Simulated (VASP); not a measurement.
Crystal: Al2BP3.

```
Al B P
1.0
    -1.80051    1.80051    7.63894
     1.80051   -1.80051    7.63894
     1.80051    1.80051   -7.63894
Al B P
2 1 3
Direct
  0.66667 0.66667 0.00000
  0.33333 0.33333 0.00000
  0.00000 0.00000 0.00000
  0.58333 0.08333 0.50000
  0.25000 0.75000 0.50000
  0.91667 0.41667 0.50000
```

```yaml
Program: VASP 6.6.1
Task: relaxation of cell and atoms
Functional: PBE
Potentials_or_basis: VASP PAW PBE potentials, release 64 (Al, B, P)
Cutoff: 600 eV
k_mesh: 6 × 6 × 6
Occupations: gaussian, width 0.1 eV
Spin: no spin polarisation
```

At the start: pressure 12.1 GPa; volume 16.51 Å³/atom.

Question: Where does the relaxation end?

Answer: Over 9 steps the energy falls by 219.0 meV/atom and the volume is 17.63 Å³/atom (+6.8 %); space group I-4m2 (No. 119, to 0.05 Å).

Step by step:
```tsv
step	energy change (eV)	largest force (eV/Å)	pressure (GPa)	volume (Å³)
1	0.0000	4.0757	12.13	99.06
2	-0.7853	1.2851	-8.04	118.08
3	-0.9574	1.0872	-3.62	111.79
4	-1.2183	0.7098	-1.60	108.19
5	-1.2884	0.3759	0.45	105.37
6	-1.3109	0.1586	-0.06	105.83
7	-1.3109	0.1384	-0.05	105.81
8	-1.3139	0.0410	-0.09	105.77
9	-1.3140	0.0169	-0.10	105.76
```

Final structure:
```
CELL_PARAMETERS angstrom
-1.81249 1.81249 8.04854
1.81249 -1.81249 8.04854
1.81249 1.81249 -8.04854
ATOMIC_POSITIONS crystal
Al 0.65920 0.65920 0.00000
Al 0.34080 0.34080 0.00000
B 0.00000 0.00000 0.00000
P 0.56676 0.06676 0.50000
P 0.25000 0.75000 0.50000
P 0.93324 0.43324 0.50000
```
